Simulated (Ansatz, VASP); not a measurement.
## InAs2: VASP beside Ansatz

```
In As
1.0
     3.70354    0.00000    0.00000
    -1.85177    3.20736    0.00000
     0.00000    0.00000   13.00489
In As
2 4
Direct
  0.66667 0.33333 0.25000
  0.33333 0.66667 0.75000
  0.33333 0.66667 0.44583
  0.33333 0.66667 0.05417
  0.66667 0.33333 0.94583
  0.66667 0.33333 0.55417
```

Change from the starting cell: species swapped into the MgSn2 type (P6_3/mmc, No. 194).

Alike in both runs: functional PBE; k mesh 6 × 6 × 2; occupations gaussian, width 0.1 eV; no spin polarisation.

Ansatz relaxed the structure, and its values are those at the end. VASP's run is a single point on that final structure, the one shown.

|  | VASP | Ansatz |
| --- | --- | --- |
| version | VASP 6.6.1 | Ansatz 0.2.0 |
| potentials or method | VASP PAW PBE potentials, release 64 (In_d, As), cutoff 520 eV | scalar-relativistic, plane waves, PAW |
| valence electrons in the cell | 46 | 86 |

```csv
,VASP,Ansatz,Ansatz less VASP
gap on the k mesh at the Fermi level (eV),none,none,-
pressure (GPa),0.0,-0.1,-0.12
rms of the force components (eV/Å),0.025,0.004,-0.0206
```

A gap of «none» marks a metal or a gap that the smearing closes. With one functional, cell and mesh, what is left measures potentials, basis and numerics. VASP's potentials hold 46 valence electrons a cell and Ansatz's 86, so a difference there can come from the potentials and not from the codes.
